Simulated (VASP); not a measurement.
# CaO (Fm-3m) in VASP: a series of runs

Runs on CaO. Level: PBE. Tasks: single point.

All numbers are computed with VASP 6.6.1; they aren't measurements. Logs are shortened: lines on timing, memory, paths and dates and some standing lists are left out, and cuts for length are marked.

## 1. The cell of the first run

It takes space group Fm-3m (No. 225, cubic). The conventional cell has a = 4.732 Å, b = 4.732 Å, c = 4.732 Å, α = 90.00°, β = 90.00°, γ = 90.00°. Within 3.1 Å of Ca (site symmetry m-3m) lie 6 O at 2.37 Å. Within 3.1 Å of O (site symmetry m-3m) lie 6 Ca at 2.37 Å.

## 2. Single point, PBE (volume changed by -6%)

File INCAR:

```
  ALGO = Normal
  EDIFF = 1E-6
  ENCUT = 520
  GGA = PE
  ISIF = 2
  ISMEAR = 0
  LASPH = T
  LCHARG = F
  LREAL = F
  LWAVE = F
  NBANDS = 15
  NELM = 80
  PREC = Accurate
  SIGMA = 0.01
```

File KPOINTS:

```
k-points
0
Gamma
  8 8 8
```

File POSCAR:

```
CaO
1.0
    0.0000000000      2.3658752852      2.3658752852
    2.3658752852      0.0000000000      2.3658752852
    2.3658752852      2.3658752852      0.0000000000
Ca O
1 1
Direct
    0.0000000000      0.0000000000      0.0000000000
    0.5000000000      0.5000000000      0.5000000000
```

Potentials or basis: VASP PAW PBE potentials, release 64 (Ca_sv, O).

The run is started by

```
cat potpaw_PBE.64/Ca_sv/POTCAR potpaw_PBE.64/O/POTCAR > POTCAR
mpirun -np 1 vasp_std > vasp.out
```

OUTCAR:

```text
EDIFF = 1E-6
   ENCUT = 520
   GGA = PE
   ISIF = 2
   ISMEAR = 0
   LASPH = T
   LREAL = F
   NELM = 80
   PREC = Accurate

 ion  position               nearest neighbor table
   1  0.000  0.000  0.000-   2 2.37   2 2.37   2 2.37   2 2.37   2 2.37   2 2.37
   2  0.500  0.500  0.500-   1 2.37   1 2.37   1 2.37   1 2.37   1 2.37   1 2.37

  LATTYP: Found a face centered cubic cell.
 ALAT       =     4.7317505704

  Lattice vectors:

 A1 = (   0.0000000000,   2.3658752852,   2.3658752852)
 A2 = (   2.3658752852,   0.0000000000,   2.3658752852)
 A3 = (   2.3658752852,   2.3658752852,   0.0000000000)

Analysis of symmetry for initial positions (statically):
=====================================================================
 Subroutine PRICEL returns:
 Original cell was already a primitive cell.

 Routine SETGRP: Setting up the symmetry group for a
 face centered cubic supercell.

 Subroutine GETGRP returns: Found 48 space group operations
 (whereof 48 operations were pure point group operations)
 out of a pool of 48 trial point group operations.

The static configuration has the point symmetry O_h .

Analysis of symmetry for dynamics (positions and initial velocities):
=====================================================================
 Subroutine PRICEL returns:
 Original cell was already a primitive cell.

 Routine SETGRP: Setting up the symmetry group for a
 face centered cubic supercell.

 Subroutine GETGRP returns: Found 48 space group operations
 (whereof 48 operations were pure point group operations)
 out of a pool of 48 trial point group operations.

The dynamic configuration has the point symmetry O_h .

 Subroutine INISYM returns: Found 48 space group operations
 (whereof 48 operations are pure point group operations),
 and found     1 'primitive' translations

----------------------------------------------------------------------------------------

                                     Primitive cell

  volume of cell :      26.4853

  direct lattice vectors                    reciprocal lattice vectors
     0.000000000  2.365875285  2.365875285    -0.211338274  0.211338274  0.211338274
     2.365875285  0.000000000  2.365875285     0.211338274 -0.211338274  0.211338274
     2.365875285  2.365875285  0.000000000     0.211338274  0.211338274 -0.211338274

  length of vectors
     3.345852915  3.345852915  3.345852915     0.366048629  0.366048629  0.366048629

[... 83 lines left out ...]
   NSW    =      0    number of steps for IOM
   IBRION =     -1    ionic relax: 0-MD 1-quasi-New 2-CG
   NFREE  =      0    steps in history (QN), initial steepest desc. (CG)
   ISIF   =      2    stress and relaxation
   ISYM   =      2    0-nonsym 1-usesym 2-fastsym
   POTIM  = 0.5000    time-step for ionic-motion
   TEBEG  =    0.0;   TEEND  =   0.0 temperature during run
   PSTRESS=    0.0 pullay stress
   NELECT =      16.0000    total number of electrons
   NUPDOWN=      -1.0000    fix difference up-down
   EMIN   =  10.00;   EMAX   =-10.00  energy-range for DOS
   EFERMI =   0.00;   METHOD = LEGACY
   ISMEAR =     0;   SIGMA  =   0.01  broadening in eV -4-tet -1-fermi 0-gaus
   EFERMI_NEDOS =   21; number of points for ismear=-14 and -15
   IALGO  =     38    algorithm
   IMIX   =      4    mixing-type and parameters
     AMIX     =   0.40;   BMIX     =  1.00
     AMIX_MAG =   1.60;   BMIX_MAG =  1.00
  volume/ion in A,a.u.               =      13.24        89.37
  Fermi-wavevector in a.u.,A,eV,Ry     =   1.383926  2.615242 26.058587  1.915252
  Thomas-Fermi vector in A             =   2.508479
   LORBIT       =      0    0 simple, 1 ext, 2 COOP (PROOUT), +10 PAW based schemes
   GGA     = PE    functional components
   LHFCALC =     F    Hartree Fock is set to
   AEXX    =    0.0000 exact exchange contribution
   IVDW    =     0    specifies the selected vdW correction
   LEPSILON=     F    determine dielectric tensor
   LRPA    =     F    only Hartree local field effects (RPA)
 non-spin polarized calculation
 Gauss-broadening in eV      SIGMA  =   0.01
  energy-cutoff  :      520.00
  volume of cell :       26.49
 maximum number of plane-waves:       725
 NGX is ok and might be reduce to    28
   NGX = 13   NGY = 13   NGZ = 13

 number of electron      15.9999998 magnetization

 Free energy of the ion-electron system (eV)
  ---------------------------------------------------
  ext. energy  EPLUGINS =         0.00000000
  ---------------------------------------------------
  free energy    TOTEN  =       -12.75903414 eV

  energy without entropy =      -12.75903414  energy(sigma->0) =      -12.75903414

 E-fermi :   2.6853     XC(G=0): -10.7066

 val. band max:        2.6241523736   @ k =   0.0000   0.0000   0.0000
 cond. band min:       6.2401936125   @ k =   0.5000   0.5000   0.0000
 fundamental gap:      3.6160412389
 Fermi energy:         2.6852574731

 k-point     1 :       0.0000    0.0000    0.0000
  band No.  band energies     occupation
      1     -34.8256      2.00000
      2     -15.5519      2.00000
      3     -15.5519      2.00000
      4     -15.5519      2.00000
      5     -13.0005      2.00000
      6       2.6242      2.00000
      7       2.6242      2.00000
      8       2.6242      2.00000
      9       7.7292      0.00000
     10       8.9616      0.00000
     11       8.9616      0.00000
     12       8.9616      0.00000
     13      10.5490      0.00000
     14      10.5490      0.00000
[... 401 lines left out ...]
      2     -16.6231      2.00000
      3     -15.8314      2.00000
      4     -15.6980      2.00000
      5     -11.9312      2.00000
      6       0.4992      2.00000
      7       1.4503      2.00000
      8       1.4999      2.00000
      9       9.5574      0.00000
     10       9.6400      0.00000
     11      11.6564      0.00000
     12      11.9250      0.00000
     13      13.2117      0.00000
     14      15.0071      0.00000
     15      17.0876      0.00000

 [... further k-points ...]
[... 5 lines left out ...]
  --------------------------------------------------------------------------------------
  -------------------------------------------------------------------------------------
  Total        1.3583390      1.3583390      1.3583390     -0.0000000     -0.0000000      0.0000000
  in kB       82.1699839     82.1699839     82.1699839     -0.0000000     -0.0000000      0.0000000
  external PRESSURE =      82.1699839 kB  Pullay stress =       0.0000000 kB

 VOLUME and BASIS-vectors are now :
 -----------------------------------------------------------------------------
  energy-cutoff  :      520.00
  volume of cell :       26.49
      direct lattice vectors                 reciprocal lattice vectors
     0.000000000  2.365875285  2.365875285    -0.211338274  0.211338274  0.211338274
     2.365875285  0.000000000  2.365875285     0.211338274 -0.211338274  0.211338274
     2.365875285  2.365875285  0.000000000     0.211338274  0.211338274 -0.211338274

 POSITION                                       TOTAL-FORCE (eV/Angst)
 -----------------------------------------------------------------------------------
      0.00000      0.00000      0.00000        -0.000000     -0.000000     -0.000000
      2.36588      2.36588      2.36588         0.000000      0.000000      0.000000
 -----------------------------------------------------------------------------------
    total drift:                                0.000000      0.000000      0.000000

  FREE ENERGIE OF THE ION-ELECTRON SYSTEM (eV)
  ---------------------------------------------------
  free  energy   TOTEN  =       -12.7590341450 eV

  energy  without entropy=      -12.7590341450  energy(sigma->0) =      -12.75903414
```

Run time: 13 s. Hardware: 1 thread of Intel Xeon Platinum 8375C at 2.90GHz (Ice Lake), shared host; peak memory 0.16 GiB.

Results:

| Item | Value |
| --- | --- |
| Free energy | -12.7590 eV |
| Pressure | 8.2 GPa |
| Band gap on the k mesh | 3.62 eV, indirect (least direct gap 3.98 eV) |

Caveat: the cell differs from its parent crystal (volume changed by -6%).

## 3. Single point, PBE

This run uses another cell than the first one, of 14.09 Å³/atom, 1.064 times its volume.

File INCAR:

```
  ALGO = Normal
  EDIFF = 1E-6
  ENCUT = 520
  GGA = PE
  ISIF = 2
  ISMEAR = 0
  LASPH = True
  LCHARG = True
  LELF = True
  LREAL = False
  LVHAR = True
  LWAVE = False
  NBANDS = 15
  NELM = 100
  PREC = Accurate
  SIGMA = 0.01
```

KPOINTS is that of step 2.

File POSCAR:

```
CaO
1.0
    0.0000000000      2.4151784761      2.4151784761
    2.4151784761      0.0000000000      2.4151784761
    2.4151784761      2.4151784761      0.0000000000
Ca O
1 1
Direct
    0.0000000000      0.0000000000      0.0000000000
    0.5000000000      0.5000000000      0.5000000000
```

Potentials or basis: VASP PAW PBE potentials, release 64 (Ca_sv, O).

The run is started by

```
cat potpaw_PBE.64/Ca_sv/POTCAR potpaw_PBE.64/O/POTCAR > POTCAR
mpirun -np 1 vasp_std > vasp.out
```

It took 14 s on 1 thread of Intel Xeon Platinum 8375C at 2.90GHz (Ice Lake), shared host; peak memory 0.16 GiB.

It converged, with:

```yaml
Free_energy: -12.8053 eV
Pressure: 0.6 GPa
Band_gap_on_the_k_mesh: 3.64 eV, indirect (least direct gap 4.02 eV)
```

Levels at points of the mesh, in eV from the valence-band top:
```tsv
k point	band 5	band 6	band 7	band 8	band 9	band 10	band 11	band 12
(0.00, 0.00, 0.00)	-15.50	0.00	0.00	0.00	4.59	6.19	6.19	6.19
(0.50, 0.00, 0.00)	-14.37	-2.60	-1.17	-1.17	6.98	8.27	8.27	8.39
(0.50, 0.50, 0.00)	-15.26	-1.31	-0.38	-0.38	3.64	7.93	8.81	9.43
```

A k mesh can miss the band edges. Expect the measured gap to be larger: semilocal functionals such as PBE lack the derivative discontinuity.
